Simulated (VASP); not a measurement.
# TiO2 in VASP: further runs, part 2 of 2

VASP 6.6.1.

## 3. Single point, PBEsol

This run uses another cell than the first one: it holds 15 atoms, not 9.

The input, INCAR:

```
SYSTEM = TiO2
PREC = Accurate
ENCUT = 520
EDIFF = 1E-6
ISMEAR = 0
SIGMA = 0.05
LREAL = Auto
LASPH = .True.
NELM = 80
ALGO = Normal
ISIF = 2
LWAVE = .False.
LCHARG = .False.
LDIPOL = .True.
IDIPOL = 3
DIPOL = 0.5 0.5 0.500
GGA = PS
NBANDS = 73
```

The input, KPOINTS:

```
Automatic mesh
0
Gamma
  9 6 1
  0 0 0
```

The input, POSCAR:

```
TiO2
1.0
    2.9389940238      0.0000000000      0.0000000000
    0.0000000000      4.5912476139      0.0000000000
    0.0000000000      0.0000000000     27.9782355268
O Ti
10 5
Direct
    0.0000000000      0.3044387441      0.3038075790
    0.0000000000      0.6955612559      0.3679910511
    0.5000000000      0.1955612559      0.3858579215
    0.5000000000      0.8044387441      0.4500413936
    0.0000000000      0.3044387441      0.4679082640
    0.0000000000      0.6909100246      0.5321431057
    0.5000000000      0.1918222597      0.5510034073
    0.5000000000      0.7865488733      0.6139700722
    0.0000000000      0.2645517756      0.6348573709
    0.0000000000      0.6295820738      0.6982106291
    0.5000000000      0.5000000000      0.3358993150
    0.0000000000      0.0000000000      0.4179496575
    0.5000000000      0.5060505818      0.4999095834
    0.0000000000      0.0125300637      0.5830818380
    0.5000000000      0.5232891171      0.6630728342
```

Potentials or basis: VASP PAW PBE potentials, release 64 (O, Ti_sv).

The run is started by

```
$ cat potpaw_PBE.64/O/POTCAR potpaw_PBE.64/Ti_sv/POTCAR > POTCAR
$ mpirun -np 1 vasp_std > vasp.out
```

OUTCAR:

```text
SYSTEM = TiO2
   PREC = Accurate
   ENCUT = 520
   EDIFF = 1E-6
   ISMEAR = 0
   LREAL = Auto
   LASPH = .True.
   NELM = 80
   ISIF = 2
   GGA = PS

 ion  position               nearest neighbor table
   1  0.000  0.304  0.304-  11 1.94  11 1.94
   2  0.000  0.696  0.368-  11 1.94  11 1.94  12 1.98
   3  0.500  0.196  0.386-  12 1.94  12 1.94  11 1.98
   4  0.500  0.804  0.450-  12 1.94  12 1.94  13 1.96
   5  0.000  0.304  0.468-  13 1.95  13 1.95  12 1.98
   6  0.000  0.691  0.532-  13 1.92  13 1.92  14 2.05
   7  0.500  0.192  0.551-  14 1.91  14 1.91  13 2.03
   8  0.500  0.787  0.614-  15 1.83  14 2.00  14 2.00
   9  0.000  0.265  0.635-  14 1.85  15 2.05  15 2.05
  10  0.000  0.630  0.698-  15 1.83  15 1.83
  11  0.500  0.500  0.336-   1 1.94   1 1.94   2 1.94   2 1.94   3 1.98
  12  0.000  0.000  0.418-   3 1.94   3 1.94   4 1.94   4 1.94   2 1.98   5 1.98
  13  0.500  0.506  0.500-   6 1.92   6 1.92   5 1.95   5 1.95   4 1.96   7 2.03
  14  0.000  0.013  0.583-   9 1.85   7 1.91   7 1.91   8 2.00   8 2.00   6 2.05
[... 1724 lines left out ...]
  Direction    XX          YY          ZZ          XY          YZ          ZX
  --------------------------------------------------------------------------------------
  -------------------------------------------------------------------------------------
  Total       -3.9241953     -0.3113036     -1.0833794      0.0000000     -0.3944835      0.0000000
  in kB      -16.6537276     -1.3211281     -4.5977083      0.0000000     -1.6741319      0.0000000
  external PRESSURE =      -7.5241880 kB  Pullay stress =       0.0000000 kB

 VOLUME and BASIS-vectors are now :
 -----------------------------------------------------------------------------
  energy-cutoff  :      520.00
  volume of cell :      377.53
      direct lattice vectors                 reciprocal lattice vectors
     2.938994024  0.000000000  0.000000000     0.340252478  0.000000000  0.000000000
     0.000000000  4.591247614  0.000000000     0.000000000  0.217805722  0.000000000
     0.000000000  0.000000000 27.978235527     0.000000000  0.000000000  0.035742068

 POSITION                                       TOTAL-FORCE (eV/Angst)
 -----------------------------------------------------------------------------------
      0.00000      1.39775      8.50000         0.000000      2.214060      0.964934
      0.00000      3.19349     10.29574         0.000000      1.102394     -0.029542
      1.46950      0.89787     10.79562         0.000000      0.452374     -0.365469
      1.46950      3.69338     12.59136         0.000000      0.037926     -0.040472
      0.00000      1.39775     13.09125         0.000000     -0.145637     -0.021295
      0.00000      3.17214     14.88843         0.000000      0.026860      0.032792
      1.46950      0.88070     15.41610         0.000000      0.029489     -0.033897
      1.46950      3.61124     17.17780         0.000000      0.020492     -0.017811
      0.00000      1.21462     17.76219         0.000000      0.017682      0.034577
      0.00000      2.89057     19.53470         0.000000      0.056923      0.098749
      1.46950      2.29562      9.39787         0.000000     -3.800819     -0.580880
      0.00000      0.00000     11.69349         0.000000      0.115057      0.008377
      1.46950      2.32340     13.98659         0.000000     -0.013860      0.006427
      0.00000      0.05753     16.31360         0.000000     -0.030934     -0.033045
      1.46950      2.40255     18.55161         0.000000     -0.082006     -0.023445
 -----------------------------------------------------------------------------------
    total drift:                                0.000000      0.025359     -0.029445

  FREE ENERGIE OF THE ION-ELECTRON SYSTEM (eV)
  ---------------------------------------------------
  free  energy   TOTEN  =      -138.1869846246 eV

  energy  without entropy=     -138.1869846246  energy(sigma->0) =     -138.18698462

 vacuum level on the upper side and lower side of the slab         4.960         4.846
```

OSZICAR:

```text
N       E                     dE             d eps       ncg     rms          rms(c)
DAV:   1     0.172805593404E+04    0.17281E+04   -0.61441E+04  3216   0.164E+03
DAV:   2     0.129370494176E+03   -0.15987E+04   -0.15455E+04  3475   0.502E+02
DAV:   3    -0.152879830160E+03   -0.28225E+03   -0.27958E+03  3816   0.211E+02
[... 22 lines left out ...]
DAV:  26    -0.138186974316E+03   -0.72097E-05   -0.37008E-07  1912   0.213E-03    0.670E-04
DAV:  27    -0.138186977939E+03   -0.36230E-05   -0.13527E-07  1776   0.156E-03    0.458E-04
DAV:  28    -0.138186981941E+03   -0.40024E-05   -0.18942E-07  1816   0.135E-03    0.343E-04
DAV:  29    -0.138186983675E+03   -0.17338E-05   -0.80267E-08  1704   0.118E-03    0.316E-04
DAV:  30    -0.138186984625E+03   -0.94971E-06   -0.59373E-08  1696   0.740E-04
   1 F= -.13818698E+03 E0= -.13818698E+03  d E =-.686981E-26
```

Run time: 11 min. Hardware: 1 thread of Intel Xeon 6975P-C (Granite Rapids), shared host; peak memory 0.61 GiB.

Results:

```yaml
Free_energy: -138.1870 eV
Largest_force: 3.845 eV/Å
Band_gap_on_the_k_mesh: 2.08 eV (least direct gap 2.10 eV)
```

Forces in eV/Å, atoms in the order of the input:
```
O    0.000  2.214  0.965
O    0.000  1.102 -0.030
O    0.000  0.452 -0.365
O    0.000  0.038 -0.040
O    0.000 -0.146 -0.021
O    0.000  0.027  0.033
O    0.000  0.029 -0.034
O    0.000  0.020 -0.018
O    0.000  0.018  0.035
O    0.000  0.057  0.099
Ti   0.000 -3.801 -0.581
Ti   0.000  0.115  0.008
Ti   0.000 -0.014  0.006
Ti   0.000 -0.031 -0.033
Ti   0.000 -0.082 -0.023
```

Caveat: the PAW data sets were made with another functional, which shifts forces and pressure a little.

## 4. Single point, PBEsol

This run uses another cell than the first one: it holds 18 atoms, not 9.

The input, INCAR:

```
SYSTEM = TiO2
PREC     = Accurate       ! precision mode
ENCUT    = 520            ! plane-wave cutoff, eV
EDIFF    = 1E-6           ! SCF threshold, eV
ISMEAR   = 0              ! smearing method
SIGMA    = 0.05           ! smearing width, eV
LREAL    = Auto         
LASPH    = .True.         ! aspherical terms in the spheres
NELM     = 100            ! most SCF steps
ALGO     = Normal         ! electronic algorithm
ISIF     = 2              ! what is computed and relaxed
LWAVE    = .False.        ! write WAVECAR
LCHARG   = .False.        ! write CHGCAR
LDIPOL   = .True.       
IDIPOL   = 3            
DIPOL    = 0.5 0.5 0.498
GGA      = PS             ! functional
NBANDS   = 87             ! bands
```

KPOINTS is that of step 3.

The input, POSCAR:

```
TiO2
1.0
    2.9389940238      0.0000000000      0.0000000000
    0.0000000000      4.5912476139      0.0000000000
    0.0000000000      0.0000000000     27.8758726922
O Ti
12 6
Direct
    0.5000000000      0.8044387441      0.2690498727
    0.0000000000      0.3044387441      0.2869823520
    0.0000000000      0.6955612559      0.3514015118
    0.5000000000      0.1955612559      0.3693339910
    0.5000000000      0.8044387441      0.4337531509
    0.0000000000      0.3044387441      0.4516856301
    0.0000000000      0.6955612559      0.5161047900
    0.5000000000      0.1955612559      0.5340372692
    0.5000000000      0.8044387441      0.5984564290
    0.0000000000      0.3044387441      0.6163889083
    0.0000000000      0.6955612559      0.6808080681
    0.5000000000      0.1955612559      0.6987405473
    0.5000000000      0.5000000000      0.3191919319
    0.0000000000      0.0000000000      0.4015435710
    0.5000000000      0.5000000000      0.4838952100
    0.0000000000      0.0000000000      0.5662468491
    0.5000000000      0.5000000000      0.6485984882
    0.0000000000      0.0000000000      0.7309501273
```

The run is started by

```
$ cat potpaw_PBE.64/O/POTCAR potpaw_PBE.64/Ti_sv/POTCAR > POTCAR
$ mpirun -np 1 vasp_std > vasp.out
```

It took 43 min on 1 thread of Intel Xeon Platinum 8259CL at 2.50GHz (Skylake/Cascade Lake), shared host; peak memory 0.67 GiB.

The run converged. Its results:

| Item | Value |
| --- | --- |
| Free energy | -157.6957 eV |
| Largest force | 3.340 eV/Å |
| Band gap on the k mesh | zero (bands 72 and 73 overlap by 0.18 eV) |

Forces in eV/Å, atoms in the order of the input:
```
O    0.000 -0.935  0.888
O    0.000  0.852  0.158
O    0.000  0.977  1.164
O    0.000 -0.554  0.860
O    0.000 -0.499  0.790
O    0.000  0.404  0.713
O    0.000  0.467  0.775
O    0.000 -0.378  0.700
O    0.000 -0.460  0.863
O    0.000  0.429  0.786
O    0.000  1.316  2.461
O    0.000 -0.509  1.979
Ti   0.000 -0.118 -2.321
Ti   0.000 -0.277 -1.589
Ti   0.000  0.214 -1.469
Ti   0.000 -0.232 -1.522
Ti   0.000 -0.193 -1.932
Ti   0.000 -0.506 -3.301
```

Levels at points of the mesh, in eV from the Fermi level:
```
           k point  band 68  band 69  band 70  band 71  band 72  band 73  band 74  band 75  band 76  band 77
(0.00, 0.00, 0.00)    -0.76    -0.54    -0.46    -0.14     0.09     0.16     0.35     0.45     0.64     0.93
(0.00, 0.50, 0.00)    -0.73    -0.70    -0.34    -0.14    -0.12     0.02     0.10     0.29     0.80     0.94
```

Caveat: the PAW data sets were made with another functional, which shifts forces and pressure a little; semilocal functionals often make such compounds metallic where correlation or magnetic order opens a gap, which also shifts bond lengths.

## 5. Summary

| cell | gap on the mesh (eV) | largest force (eV/Å) |
| --- | --- | --- |
| a = 2.939, b = 4.591, c = 23.387 Å, 9 atoms, atomic positions A | 2.12 | 3.46 |
| a = 2.939, b = 4.591, c = 27.978 Å, 15 atoms, atomic positions B | 2.08 | 3.84 |
| a = 2.939, b = 4.591, c = 27.876 Å, 18 atoms, atomic positions C | none | 3.34 |

Alike in all rows: task single point; level PBEsol; potentials or basis VASP PAW PBE potentials, release 64 (O, Ti_sv); no spin polarisation; k mesh 9 × 6 × 1; cutoff (eV) 520; smearing gaussian 0.05 eV.

Caveats: the PAW data sets were made with another functional, which shifts forces and pressure a little; semilocal functionals often make such compounds metallic where correlation or magnetic order opens a gap, which also shifts bond lengths (at least some runs).

Total energies depend on the potentials used, so only differences within one code and one set of settings carry meaning.
